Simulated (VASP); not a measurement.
Wanted: the native input for a VASP 6.6.1 run.

| Item | Value |
| --- | --- |
| Task | single point |
| Functional | LDA |
| Potentials or basis | VASP PAW LDA potentials, release 64 (C, Se) |
| Cutoff | 520 eV |
| k mesh | 2 × 2 × 1 |
| Occupations | fermi-dirac, width 0.05 eV |
| Spin | no spin polarisation |
| Dipole correction | no |
| Further INCAR settings | LREAL = Auto; ALGO = Normal; EDIFF = 1e-07; NBANDS = 54 |

The structure of C18Se lies in POSCAR:

```
C18Se
1.0
    7.3980000000      0.0000000000      0.0000000000
   -3.6990000000      6.4068560000      0.0000000000
    0.0000000000      0.0000000000     11.0000000000
C Se
18 1
Direct
   -0.0081970894     -0.0252073716      0.1167454545
    0.1975601866      0.0773858504      0.1134727273
   -0.0251241301      0.3080918316      0.0826000000
    0.2047975588      0.4173810056      0.0875909091
   -0.0290795754      0.6253769400      0.0781545455
    0.2069919955      0.7447490626      0.0764363636
    0.3019991732     -0.0514761062      0.0984545455
    0.5427945301      0.0792900605      0.1125090909
    0.3269220558      0.3162393536      0.1167545455
    0.5426425053      0.4258094766      0.1102818182
    0.3204965802      0.6278274399      0.0604636364
    0.5395633434      0.7339793496      0.0877727273
    0.6554269734     -0.0299678969      0.1109181818
    0.8825315315      0.1008294864      0.1331000000
    0.6396384148      0.2918748291      0.1150000000
    0.8655962630      0.4076726557      0.0850363636
    0.6592385631      0.6424836144      0.1136272727
    0.8831240113      0.7495408044      0.1025454545
    0.8868042344      1.0669039541      0.3127090909
```

The input as run:

INCAR

```
  ALGO = Normal
  EDIFF = 1E-7
  ENCUT = 520
  ISIF = 2
  ISMEAR = -1
  LASPH = True
  LCHARG = False
  LREAL = Auto
  LWAVE = False
  NBANDS = 54
  NELM = 100
  PREC = Accurate
  SIGMA = 0.05
```

KPOINTS

```
k-points
0
Gamma
  2 2 1
```

Potentials or basis: VASP PAW LDA potentials, release 64 (C, Se).

The run is started by

```console
$ cat potpaw_LDA.64/C/POTCAR potpaw_LDA.64/Se/POTCAR > POTCAR
$ mpirun -np 1 vasp_std > vasp.out
```

It gave:

* Largest force: 6.497 eV/Å
* Band gap on the k mesh: 0.26 eV (least direct gap 0.37 eV)

Caveat: the k points lie up to 0.49 Å⁻¹ apart; the atoms stand as in a frame of molecular dynamics; there is no dipole correction, which matters where the two faces differ.

It took 4.2 min on 1 thread of Intel(R) Xeon(R) 6975P-C (Granite Rapids), with other jobs on the host, peak memory 0.45 GiB.
